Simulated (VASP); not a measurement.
# Zn (Im-3m) in VASP: further runs

Zn is run at these levels: PBE0, r2SCAN0, r2SCANh; tasks: single point.

Everything below comes from runs of VASP 6.6.1. Logs are shortened: lines on timing, memory, paths and dates and some standing lists are left out, and cuts for length are marked.

## 1. The cell of the first run

It takes space group Im-3m (No. 229, cubic). The conventional cell has a = 3.096 Å, b = 3.096 Å, c = 3.096 Å, α = 90.00°, β = 90.00°, γ = 90.00°. Within 3.5 Å of Zn (site symmetry m-3m) lie 14 Zn at 2.68 to 3.10 Å.

This isn't the form of Zn at room conditions, which is hcp.

## 2. Single point, PBE0

Input file POSCAR:

```
Zn
1.0
   -1.5478311978      1.5478311978      1.5478311978
    1.5478311978     -1.5478311978      1.5478311978
    1.5478311978      1.5478311978     -1.5478311978
Zn
1
Direct
    0.0000000000      0.0000000000      0.0000000000
```

Input file INCAR.step1:

```
SYSTEM = Zn
PREC = Accurate ; ENCUT = 520
EDIFF = 1E-5 ; ISMEAR = -1
SIGMA = 0.05 ; LREAL = .False.
LASPH = .True. ; NELM = 60
ALGO = Normal ; ISIF = 2
LWAVE = .True. ; LCHARG = .False.
NBANDS = 12 ; GGA = PE
```

Input file INCAR.step2:

```
SYSTEM = Zn
PREC = Accurate ; ENCUT = 520
EDIFF = 1E-7 ; ISMEAR = -1
SIGMA = 0.05 ; LREAL = .False.
LASPH = .True. ; NELM = 60
ALGO = Normal ; ISIF = 2
LWAVE = .False. ; LCHARG = .False.
GGA = PE ; LHFCALC = .True.
AEXX = 0.25 ; PRECFOCK = Normal
NBANDS = 12 ; ISTART = 1
```

Input file KPOINTS:

```
Automatic mesh
0
Gamma
  8 8 8
  0 0 0
```

Potentials or basis: VASP PAW PBE potentials, release 64 (Zn).

Launch:

```
> cat potpaw_PBE.64/Zn/POTCAR > POTCAR
> cp INCAR.step1 INCAR
> mpirun -np 1 vasp_std > vasp.out
> cp INCAR.step2 INCAR
> mpirun -np 1 vasp_std > vasp.out
```

OUTCAR:

```text
SYSTEM = Zn
   PREC = Accurate
   ENCUT = 520
   EDIFF = 1E-7
   ISMEAR = -1
   LREAL = .False.
   LASPH = .True.
   NELM = 60
   ISIF = 2
   GGA = PE
   LHFCALC = .True.
   AEXX = 0.25
   PRECFOCK = Normal
   ISTART = 1

 ion  position               nearest neighbor table
   1  0.000  0.000  0.000-

  LATTYP: Found a body centered cubic cell.
 ALAT       =     3.0956623956

  Lattice vectors:

 A1 = (  -1.5478311978,   1.5478311978,   1.5478311978)
 A2 = (   1.5478311978,  -1.5478311978,   1.5478311978)
 A3 = (   1.5478311978,   1.5478311978,  -1.5478311978)

Analysis of symmetry for initial positions (statically):
=====================================================================
 Subroutine PRICEL returns:
 Original cell was already a primitive cell.

 Routine SETGRP: Setting up the symmetry group for a
 body centered cubic supercell.

 Subroutine GETGRP returns: Found 48 space group operations
 (whereof 48 operations were pure point group operations)
 out of a pool of 48 trial point group operations.

The static configuration has the point symmetry O_h .

Analysis of symmetry for dynamics (positions and initial velocities):
=====================================================================
 Subroutine PRICEL returns:
 Original cell was already a primitive cell.

 Routine SETGRP: Setting up the symmetry group for a
 body centered cubic supercell.

 Subroutine GETGRP returns: Found 48 space group operations
 (whereof 48 operations were pure point group operations)
 out of a pool of 48 trial point group operations.

The dynamic configuration has the point symmetry O_h .

 Subroutine INISYM returns: Found 48 space group operations
 (whereof 48 operations are pure point group operations),
 and found     1 'primitive' translations

----------------------------------------------------------------------------------------

                                     Primitive cell

  volume of cell :      14.8331

  direct lattice vectors                    reciprocal lattice vectors
    -1.547831198  1.547831198  1.547831198     0.000000000  0.323032641  0.323032641
     1.547831198 -1.547831198  1.547831198     0.323032641  0.000000000  0.323032641
     1.547831198  1.547831198 -1.547831198     0.323032641  0.323032641  0.000000000

  length of vectors
     2.680922276  2.680922276  2.680922276     0.456837142  0.456837142  0.456837142

  position of ions in fractional coordinates (direct lattice)
     0.000000000  0.000000000  0.000000000

  ion indices of the primitive-cell ions
   primitive index   ion index
                 1           1

----------------------------------------------------------------------------------------

 KPOINTS: Automatic mesh

Automatic generation of k-mesh.
 Grid dimensions read from file:
 generate k-points for:    8    8    8

 Generating k-lattice:

  Cartesian coordinates                     Fractional coordinates (reciprocal lattice)
     0.000000000  0.040379080  0.040379080     0.125000000  0.000000000  0.000000000
     0.040379080  0.000000000  0.040379080     0.000000000  0.125000000  0.000000000
     0.040379080  0.040379080  0.000000000     0.000000000  0.000000000  0.125000000

  Length of vectors
     0.057104643  0.057104643  0.057104643

  Shift w.r.t. Gamma in fractional coordinates (k-lattice)
     0.000000000  0.000000000  0.000000000

 Subroutine IBZKPT returns following result:
 ===========================================

 Found     29 irreducible k-points:

 Following reciprocal coordinates:
            Coordinates               Weight
  0.000000  0.000000  0.000000      1.000000
  0.125000  0.000000  0.000000     12.000000
  0.250000  0.000000  0.000000     12.000000
  0.375000  0.000000  0.000000     12.000000
  0.500000  0.000000  0.000000      6.000000
  0.125000  0.125000  0.000000     24.000000
[... 16 lines left out ...]
 -0.250000  0.250000  0.250000      6.000000
 -0.375000  0.375000  0.250000     24.000000
 [... further k-points ...]
[... 41 lines left out ...]
  ---------------------------------------------------
  ext. energy  EPLUGINS =         0.00000000
  ---------------------------------------------------
  free energy    TOTEN  =        -1.17863330 eV

  energy without entropy =       -1.17704083  energy(sigma->0) =       -1.17783706

 E-fermi :   3.2840     XC(G=0):  -9.1620

 val. band max:        2.7000883396   @ k =   0.5000   0.5000   0.2500
 cond. band min:       3.3007760330   @ k =   0.3750   0.1250   0.1250
 fundamental gap:      0.6006876934
 Fermi energy:         3.2839526340

 k-point     1 :       0.0000    0.0000    0.0000
  band No.  band energies     occupation
      1      -9.1100      2.00000
      2      -7.2235      2.00000
      3      -7.2235      2.00000
      4      -7.2235      2.00000
      5      -6.7021      2.00000
      6      -6.7021      2.00000
      7      24.9370      0.00000
      8      24.9370      0.00000
      9      24.9371      0.00000
     10      25.7415      0.00000
     11      25.7415      0.00000
     12      25.7415      0.00000

 k-point     2 :       0.1250    0.0000    0.0000
  band No.  band energies     occupation
      1      -8.5576      2.00000
      2      -7.2714      2.00000
      3      -7.1985      2.00000
      4      -7.0968      2.00000
      5      -6.7405      2.00000
      6      -6.6983      2.00000
      7      19.3293      0.00000
      8      22.1575      0.00000
      9      22.5888      0.00000
     10      23.6809      0.00000
     11      24.2781      0.00000
     12      26.0423      0.00000

 k-point     3 :       0.2500    0.0000    0.0000
  band No.  band energies     occupation
      1      -7.6917      2.00000
      2      -7.3864      2.00000
      3      -6.7786      2.00000
      4      -6.7777      2.00000
      5      -6.6865      2.00000
      6      -6.3723      2.00000
      7      12.8195      0.00000
      8      19.1679      0.00000
      9      19.9172      0.00000
     10      21.7545      0.00000
     11      23.0270      0.00000
     12      27.7876      0.00000
[... 286 lines left out ...]
 k-point    23 :      -0.2500    0.2500    0.2500
  band No.  band energies     occupation
      1      -7.2335      2.00000
      2      -7.2295      2.00000
      3      -6.9873      2.00000
      4      -6.9873      2.00000
      5      -6.7921      2.00000
      6      -4.0005      2.00000
      7      13.7599      0.00000
      8      13.7599      0.00000
      9      15.9523      0.00000
     10      16.0835      0.00000
     11      30.1582      0.00000
     12      30.1582      0.00000

 k-point    24 :      -0.3750    0.3750    0.2500
  band No.  band energies     occupation
      1      -7.4746      2.00000
      2      -7.3308      2.00000
      3      -6.9817      2.00000
      4      -6.8152      2.00000
      5      -6.4897      2.00000
      6      -1.0402      2.00000
      7       8.8643      0.00000
      8      11.9031      0.00000
      9      14.7614      0.00000
     10      17.6824      0.00000
     11      25.5595      0.00000
     12      29.0292      0.00000

 [... further k-points ...]

------------------------ aborting loop because EDIFF is reached ----------------------------------------

  FORCE on cell =-STRESS in cart. coord.  units (eV):
  Direction    XX          YY          ZZ          XY          YZ          ZX
  --------------------------------------------------------------------------------------
  -------------------------------------------------------------------------------------
  Total        0.0601711      0.0601711      0.0601711     -0.0000000     -0.0000000     -0.0000000
  in kB        6.4993182      6.4993182      6.4993182     -0.0000000     -0.0000000     -0.0000000
  external PRESSURE =       6.4993182 kB  Pullay stress =       0.0000000 kB

 VOLUME and BASIS-vectors are now :
 -----------------------------------------------------------------------------
  energy-cutoff  :      520.00
  volume of cell :       14.83
      direct lattice vectors                 reciprocal lattice vectors
    -1.547831198  1.547831198  1.547831198     0.000000000  0.323032641  0.323032641
     1.547831198 -1.547831198  1.547831198     0.323032641  0.000000000  0.323032641
     1.547831198  1.547831198 -1.547831198     0.323032641  0.323032641  0.000000000

 POSITION                                       TOTAL-FORCE (eV/Angst)
 -----------------------------------------------------------------------------------
      0.00000      0.00000      0.00000         0.000000      0.000000      0.000000
 -----------------------------------------------------------------------------------
    total drift:                                0.000000     -0.000000     -0.000000

  FREE ENERGIE OF THE ION-ELECTRON SYSTEM (eV)
  ---------------------------------------------------
  free  energy   TOTEN  =        -1.1786332972 eV

  energy  without entropy=       -1.1770408296  energy(sigma->0) =       -1.17783706
```

Run time: 34 min. Hardware: 1 thread of Intel Xeon Platinum 8259CL at 2.50GHz (Skylake/Cascade Lake), shared host; peak memory 0.14 GiB.

What came out:

| Quantity | Value |
| --- | --- |
| Free energy | -1.1786 eV |
| Pressure | 0.6 GPa |
| Band gap on the k mesh | zero (bands 6 and 7 overlap by 6.35 eV) |

Caveat: the PAW data sets were made with another functional, which shifts forces and pressure a little.

## 3. Single point, r2SCAN0 (12.36 Å³/atom)

This run uses another cell than the first one, of 12.36 Å³/atom.

Input file POSCAR:

```
Zn
1.0
   -1.4565649250      1.4565649250      1.4565649250
    1.4565649250     -1.4565649250      1.4565649250
    1.4565649250      1.4565649250     -1.4565649250
Zn
1
Direct
    0.0000000000      0.0000000000      0.0000000000
```

Input file INCAR.step1:

```
SYSTEM = Zn
ALGO = Normal ; EDIFF = 1E-5
ENCUT = 440 ; GGA = PE
GGA_COMPAT = .FALSE. ; ISIF = 2
ISMEAR = 1 ; LASPH = .TRUE.
LCHARG = .FALSE. ; LREAL = .FALSE.
LWAVE = .TRUE. ; NBANDS = 12
NELM = 120 ; PREC = Accurate
SIGMA = 0.1
```

Input file INCAR.step2:

```
SYSTEM = Zn
AEXX = 0.25 ; ALGO = Normal
EDIFF = 1E-6 ; ENCUT = 440
GGA_COMPAT = .FALSE. ; ISIF = 2
ISMEAR = 1 ; ISTART = 1
LASPH = .TRUE. ; LCHARG = .FALSE.
LHFCALC = .TRUE. ; LMIXTAU = .TRUE.
LREAL = .FALSE. ; LWAVE = .FALSE.
METAGGA = R2SCAN ; NBANDS = 12
NELM = 120 ; PREC = Accurate
PRECFOCK = Normal ; SIGMA = 0.1
```

Input file KPOINTS:

```
k-points
0
G
  8 8 8
  0 0 0
```

Potentials or basis: VASP PAW PBE potentials, release 64 (Zn).

Launch:

```
> cat potpaw_PBE.64/Zn/POTCAR > POTCAR
> cp INCAR.step1 INCAR
> mpirun -np 1 vasp_std > vasp.out
> cp INCAR.step2 INCAR
> mpirun -np 1 vasp_std > vasp.out
```

Wall time 20 min (1 thread of AMD EPYC 9R45 (Zen 5), shared host); peak memory 0.1 GiB.

It converged, with:

```yaml
Free_energy: -7.0795 eV
Pressure: 20.8 GPa
Band_gap_on_the_k_mesh: zero (bands 6 and 7 overlap by 6.50 eV)
```

Levels at points of the mesh, in eV from the Fermi level:
```tsv
k point	band 3	band 4	band 5	band 6	band 7	band 8	band 9	band 10
(0.00, 0.00, 0.00)	-11.85	-11.85	-11.13	-11.13	24.47	24.47	24.47	25.66
(0.50, 0.00, 0.00)	-11.14	-11.06	-10.54	-5.14	-1.12	15.08	15.76	18.65
(0.50, 0.50, 0.50)	-10.65	-10.65	-10.65	5.38	5.38	5.38	10.03	10.03
```

Caveat: the k points lie up to 0.38 Å⁻¹ apart, too coarse for converged energies and pressures of a metal; the PAW data sets were made with another functional, which shifts forces and pressure a little.

## 4. Single point, r2SCANh

This run uses another cell than the first one, of 15.76 Å³/atom.

Input file POSCAR:

```
Zn
1.0
   -1.5794282763      1.5794282763      1.5794282763
    1.5794282763     -1.5794282763      1.5794282763
    1.5794282763      1.5794282763     -1.5794282763
Zn
1
Direct
    0.0000000000      0.0000000000      0.0000000000
```

Input file INCAR.step1:

```
SYSTEM = Zn
ALGO = Normal
EDIFF = 1E-5
ENCUT = 520
GGA = PE
ISIF = 2
ISMEAR = -1
LASPH = .TRUE.
LCHARG = .FALSE.
LREAL = .FALSE.
LWAVE = .TRUE.
NBANDS = 12
NELM = 80
PREC = Accurate
SIGMA = 0.05
```

Input file INCAR.step2:

```
SYSTEM = Zn
AEXX = 0.1
ALGO = Normal
EDIFF = 1E-7
ENCUT = 520
ISIF = 2
ISMEAR = -1
ISTART = 1
LASPH = .TRUE.
LCHARG = .FALSE.
LHFCALC = .TRUE.
LMIXTAU = .TRUE.
LREAL = .FALSE.
LWAVE = .FALSE.
METAGGA = R2SCAN
NBANDS = 12
NELM = 80
PREC = Accurate
PRECFOCK = Normal
SIGMA = 0.05
```

Input file KPOINTS:

```
k-points
0
G
  6 6 6
  0 0 0
```

Launch:

```
> cat potpaw_PBE.64/Zn/POTCAR > POTCAR
> cp INCAR.step1 INCAR
> mpirun -np 1 vasp_std > vasp.out
> cp INCAR.step2 INCAR
> mpirun -np 1 vasp_std > vasp.out
```

Wall time 16 min (1 thread of Intel Xeon 8259CL, shared host); peak memory 0.14 GiB.

It converged, with:

| Item | Value |
| --- | --- |
| Free energy | -8.1406 eV |
| Pressure | -4.7 GPa |
| Band gap on the k mesh | zero (bands 6 and 7 overlap by 5.91 eV) |

Levels at points of the mesh, in eV from the Fermi level:
```tsv
k point	band 2	band 3	band 4	band 5	band 6	band 7	band 8	band 9	band 10	band 11
(0.00, 0.00, 0.00)	-9.46	-9.46	-9.46	-8.98	-8.98	20.02	20.02	20.02	21.53	21.53
(0.50, 0.00, 0.00)	-9.75	-8.99	-8.94	-8.63	-3.46	-1.55	11.94	13.27	15.66	17.31
(0.50, 0.50, 0.50)	-10.01	-8.71	-8.71	-8.71	4.36	4.36	4.36	8.09	8.54	8.54
```

Caveat: the k points lie up to 0.47 Å⁻¹ apart, too coarse for converged energies and pressures of a metal; the PAW data sets were made with another functional, which shifts forces and pressure a little.

## 5. Single point, r2SCANh

This run uses another cell than the first one, of 16.07 Å³/atom.

Input file POSCAR:

```
Zn
1.0
   -1.5896845915      1.5896845915      1.5896845915
    1.5896845915     -1.5896845915      1.5896845915
    1.5896845915      1.5896845915     -1.5896845915
Zn
1
Direct
    0.0000000000      0.0000000000      0.0000000000
```

Input file INCAR.step1:

```
SYSTEM = Zn
  PREC = Accurate
  ENCUT = 520
  EDIFF = 1E-5
  ISMEAR = -1
  SIGMA = 0.05
  LREAL = .FALSE.
  LASPH = .TRUE.
  NELM = 80
  ALGO = Normal
  ISIF = 2
  LWAVE = .TRUE.
  LCHARG = .FALSE.
  GGA = PE
  NBANDS = 12
```

Input file INCAR.step2:

```
SYSTEM = Zn
  PREC = Accurate
  ENCUT = 520
  EDIFF = 1E-6
  ISMEAR = -1
  SIGMA = 0.05
  LREAL = .FALSE.
  LASPH = .TRUE.
  NELM = 80
  ALGO = Normal
  ISIF = 2
  LWAVE = .FALSE.
  LCHARG = .FALSE.
  METAGGA = R2SCAN
  LHFCALC = .TRUE.
  AEXX = 0.1
  LMIXTAU = .TRUE.
  PRECFOCK = Normal
  ISTART = 1
  NBANDS = 12
```

Input file KPOINTS:

```
Automatic mesh
0
G
  6 6 6
  0 0 0
```

Launch:

```
> cat potpaw_PBE.64/Zn/POTCAR > POTCAR
> cp INCAR.step1 INCAR
> mpirun -np 1 vasp_std > vasp.out
> cp INCAR.step2 INCAR
> mpirun -np 1 vasp_std > vasp.out
```

Run time: 11 min. Hardware: 1 thread of Intel Xeon 8259CL, shared host; peak memory 0.14 GiB.

Results (log left out):

| Property | Result |
| --- | --- |
| Free energy | -8.1300 eV |
| Pressure | -6.0 GPa |
| Band gap on the k mesh | zero (bands 6 and 7 overlap by 5.91 eV) |

Levels at points of the mesh, in eV from the Fermi level:
```csv
k point,band 3,band 4,band 5,band 6,band 7,band 8,band 9,band 10
"(0.00, 0.00, 0.00)",-9.37,-9.37,-8.91,-8.91,19.73,19.73,19.73,21.39
"(0.50, 0.00, 0.00)",-8.92,-8.87,-8.57,-3.33,-1.54,11.81,13.18,15.53
"(0.50, 0.50, 0.50)",-8.65,-8.65,-8.65,4.37,4.37,4.37,7.89,8.50
```

Caveat: the k points lie up to 0.47 Å⁻¹ apart, too coarse for converged energies and pressures of a metal; the PAW data sets were made with another functional, which shifts forces and pressure a little.

## 6. Single point, r2SCANh

This run uses another cell than the first one, of 16.38 Å³/atom.

Input file POSCAR:

```
Zn
1.0
   -1.5998102441      1.5998102441      1.5998102441
    1.5998102441     -1.5998102441      1.5998102441
    1.5998102441      1.5998102441     -1.5998102441
Zn
1
Direct
    0.0000000000      0.0000000000      0.0000000000
```

Input file INCAR.step1:

```
SYSTEM = Zn
  ALGO = Normal
  EDIFF = 1E-5
  ENCUT = 520
  GGA = PE
  ISIF = 2
  ISMEAR = -1
  LASPH = .True.
  LCHARG = .False.
  LREAL = .False.
  LWAVE = .True.
  NBANDS = 12
  NELM = 60
  PREC = Accurate
  SIGMA = 0.05
```

Input file INCAR.step2:

```
SYSTEM = Zn
  AEXX = 0.1
  ALGO = Normal
  EDIFF = 1E-7
  ENCUT = 520
  ISIF = 2
  ISMEAR = -1
  ISTART = 1
  LASPH = .True.
  LCHARG = .False.
  LHFCALC = .True.
  LMIXTAU = .True.
  LREAL = .False.
  LWAVE = .False.
  METAGGA = R2SCAN
  NBANDS = 12
  NELM = 60
  PREC = Accurate
  PRECFOCK = Normal
  SIGMA = 0.05
```

Input file KPOINTS:

```
k-points
0
Gamma
  6 6 6
  0 0 0
```

Potentials or basis: VASP PAW PBE potentials, release 64 (Zn).

Launch:

```
> cat potpaw_PBE.64/Zn/POTCAR > POTCAR
> cp INCAR.step1 INCAR
> mpirun -np 1 vasp_std > vasp.out
> cp INCAR.step2 INCAR
> mpirun -np 1 vasp_std > vasp.out
```

Wall time 16 min (1 thread of Intel Xeon 8259CL, shared host); peak memory 0.15 GiB.

Results (log left out):

| Item | Value |
| --- | --- |
| Free energy | -8.1177 eV |
| Pressure | -7.0 GPa |
| Band gap on the k mesh | zero (bands 6 and 7 overlap by 5.90 eV) |

Levels at points of the mesh, in eV from the Fermi level:
| k point | band 3 | band 4 | band 5 | band 6 | band 7 | band 8 | band 9 | band 10 |
| --- | --- | --- | --- | --- | --- | --- | --- | --- |
| (0.00, 0.00, 0.00) | -9.29 | -9.29 | -8.84 | -8.84 | 19.45 | 19.45 | 19.45 | 21.26 |
| (0.50, 0.00, 0.00) | -8.85 | -8.81 | -8.52 | -3.21 | -1.54 | 11.68 | 13.08 | 15.41 |
| (0.50, 0.50, 0.50) | -8.59 | -8.59 | -8.59 | 4.37 | 4.37 | 4.37 | 7.70 | 8.47 |

Caveat: the k points lie up to 0.46 Å⁻¹ apart, too coarse for converged energies and pressures of a metal; the PAW data sets were made with another functional, which shifts forces and pressure a little.

## 7. Overview

```csv
level,cell,k mesh,cutoff (eV),smearing,share of exact exchange,gap on the mesh (eV),pressure (GPa)
PBE0,"a = 2.681 Å, angles 109.5°, 1 atom",8 × 8 × 8,520,fermi-dirac 0.05 eV,0.25,none,0.6
r2SCAN0,"a = 2.523 Å, angles 109.5°, 1 atom",8 × 8 × 8,440,methfessel-paxton 0.1 eV,0.25,none,20.8
r2SCANh,"a = 2.736 Å, angles 109.5°, 1 atom",6 × 6 × 6,520,fermi-dirac 0.05 eV,0.1,none,-4.7
r2SCANh,"a = 2.753 Å, angles 109.5°, 1 atom",6 × 6 × 6,520,fermi-dirac 0.05 eV,0.1,none,-6.0
r2SCANh,"a = 2.771 Å, angles 109.5°, 1 atom",6 × 6 × 6,520,fermi-dirac 0.05 eV,0.1,none,-7.0
```

Alike in all rows: task single point; potentials or basis VASP PAW PBE potentials, release 64 (Zn); no spin polarisation.

Caveats: some runs use coarse meshes; the PAW data sets were made with another functional, which shifts forces and pressure a little.

Total energies depend on the potentials used, so only differences within one code and one set of settings carry meaning.
